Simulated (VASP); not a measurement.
A run of VASP 6.6.1 is set up as follows.

The input INCAR:

```
PREC = Accurate ; ENCUT = 520
EDIFF = 1E-7 ; ISMEAR = 0
SIGMA = 0.01 ; LREAL = F
LASPH = T ; NELM = 100
ALGO = Normal ; ISIF = 2
LWAVE = F ; LCHARG = T
GGA = PS ; LELF = T
LVHAR = T ; NBANDS = 21
```

The input KPOINTS:

```
regular mesh
0
Gamma
  6 6 4
```

The input POSCAR:

```
CdH2O2
1.0
    3.8140486195      0.0000000000      0.0000000000
   -1.9070243097      3.3030613409      0.0000000000
    0.0000000000      0.0000000000      4.4115811153
Cd H O
1 2 2
Direct
    0.3333333333      0.6666666667      0.9873000000
    0.0000000000      0.0000000000      0.0080800000
    0.6666666667      0.3333333333      0.4318900000
    0.0000000000      0.0000000000      0.7861900000
    0.6666666667      0.3333333333      0.2118900000
```

Potentials or basis: VASP PAW PBE potentials, release 64 (Cd, H, O).

Run with:

```bash
$ cat potpaw_PBE.64/Cd/POTCAR potpaw_PBE.64/H/POTCAR potpaw_PBE.64/O/POTCAR > POTCAR
$ mpirun -np 1 vasp_std > vasp.out
```

**Question.** Estimate the band gap on the k mesh.

**Answer.** 1.16 eV, indirect (least direct gap 1.70 eV).

**Question.** Predict the pressure.

**Answer.** -2.1 GPa.

**Question.** Estimate the largest force.

**Answer.** 0.754 eV/Å.

Stress tensor (GPa, compression positive):
```
-3.64  0.00  0.00
 0.00 -3.64  0.00
 0.00  0.00  0.99
```

Caveat: the PAW data sets were made with another functional, which shifts forces and pressure a little. A k mesh can miss the band edges.
